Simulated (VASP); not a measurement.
## Al: single point with r2SCAN

Crystal: Al.

```xyz
1
Lattice="-1.5912 1.6509 1.6509 1.5912 -1.5315 1.5315 1.5912 1.5315 -1.5315" Properties=species:S:1:pos:R:3 pbc="T T T"
Al    0.0000    0.0000    0.0000
```

This cell differs from its parent crystal: strain +0.0750 x Voigt [0, 0, 0, 1, 0, 0].

```json
{
 "Program": "VASP 6.6.1",
 "Task": "single point",
 "Functional": "r2SCAN",
 "Potentials or basis": "VASP PAW PBE potentials, release 64 (Al)",
 "Cutoff": "520 eV",
 "k mesh": "20 × 20 × 20",
 "Occupations": "gaussian, width 0.15 eV",
 "Spin": "no spin polarisation",
 "Dipole correction": "no",
 "Further INCAR settings": "ALGO = Normal; EDIFF = 1e-06; NBANDS = 8"
}
```

The pressure is 0.9 GPa and the band gap on the k mesh is zero (an odd number of electrons rules out a gap without spin polarisation).

Stress tensor (GPa, compression positive):
```
 1.05  0.00  0.00
 0.00  0.76 -4.44
 0.00 -4.44  0.76
```

Levels at points of the mesh, in eV from the Fermi level:
| k point | band 1 | band 2 | band 3 | band 4 | band 5 |
| --- | --- | --- | --- | --- | --- |
| (0.00, 0.00, 0.00) | -12.04 | 13.51 | 13.65 | 14.80 | 14.88 |
| (0.50, 0.00, 0.00) | -5.16 | -4.76 | 8.94 | 9.82 | 11.25 |
| (0.00, 0.50, 0.00) | -4.81 | -4.02 | 8.52 | 8.53 | 11.46 |
| (0.00, 0.50, 0.50) | -4.40 | -3.27 | 8.24 | 8.54 | 10.43 |
| (0.50, 0.50, 0.50) | 1.73 | 2.03 | 2.48 | 2.92 | 2.99 |

Wall time 2.9 min on 1 thread of Intel(R) Xeon(R) Platinum 8488C (Sapphire Rapids), with other jobs on the host, peak memory 0.23 GiB.

Caveat: the cell differs from its parent crystal (strain +0.0750 x Voigt [0, 0, 0, 1, 0, 0]); the PAW data sets were made with another functional, which shifts forces and pressure a little.
